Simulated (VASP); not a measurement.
Set up this calculation in VASP 6.6.1, as the native input.

```
Task                   : single point
Functional             : PBE
Potentials or basis    : VASP PAW PBE potentials, release 64 (W_sv, Ru_pv)
Cutoff                 : 400 eV
k mesh                 : 5 × 5 × 1
Occupations            : methfessel-paxton, width 0.1 eV
Spin                   : no spin polarisation
Dipole correction      : yes
Further INCAR settings : ALGO = Normal; EDIFF = 1e-06; NBANDS = 156; NELMDL = -8
```

The structure of RuW19 lies in POSCAR:

```
RuW19
1.0
    5.5143580671      0.0000000118      0.0000000000
   -1.8381193110      5.1989866600      0.0000000000
    0.0000000000      0.0000000000     21.0048631044
W Ru
19 1
Direct
    0.0000000000      0.0000000000      0.2895970590
    1.0000000000      0.5000000000      0.2898993353
    0.5000000000      0.0000000000      0.2898993353
    0.5000000000      0.5000000000      0.2898022731
    0.2496802894      0.2496802894      0.3926230719
    0.2499449761      0.7500550239      0.3925462111
    0.7500550239      0.2499449761      0.3925462111
    0.7503197106      0.7503197106      0.3926230719
    0.5000000000      0.5000000000      0.4998694892
    0.5000000000      0.0000000000      0.5003415033
    1.0000000000      0.5000000000      0.5003415033
    0.0000000000      0.0000000000      0.5003294782
    0.7471074728      0.7471074728      0.6074879416
    0.7516045514      0.2483954486      0.6082212967
    0.2483954486      0.7516045514      0.6082212967
    0.2528925272      0.2528925272      0.6074879416
    0.0000000000      0.5000000000      0.7113594951
    0.5000000000      0.0000000000      0.7113594951
    0.5000000000      0.5000000000      0.7090169649
    0.0000000000      0.0000000000      0.7064558961
```

The input as run:

INCAR

```
  PREC = Accurate
  ENCUT = 400
  EDIFF = 1E-6
  ISMEAR = 1
  SIGMA = 0.1
  LREAL = F
  LASPH = T
  NELM = 120
  ALGO = Normal
  ISIF = 2
  LWAVE = F
  LCHARG = F
  LDIPOL = T
  IDIPOL = 3
  DIPOL = 0.5 0.5 0.500
  GGA = PE
  NBANDS = 156
  GGA_COMPAT = F
  NELMDL = -8
```

KPOINTS

```
regular mesh
0
Gamma
  5 5 1
```

Potentials or basis: VASP PAW PBE potentials, release 64 (W_sv, Ru_pv).

The run is started by

```sh
$ cat potpaw_PBE.64/W_sv/POTCAR potpaw_PBE.64/Ru_pv/POTCAR > POTCAR
$ mpirun -np 1 vasp_std > vasp.out
```

Results of the run:

- Largest force: 0.033 eV/Å
- Band gap on the k mesh: zero (bands 140 and 141 overlap by 1.28 eV)

Caveat: spin-orbit coupling is left out, which moves the levels of the heavy elements.

Wall time 61 min on 1 thread of Intel Xeon 8259CL (shared host), peak memory 0.66 GiB.
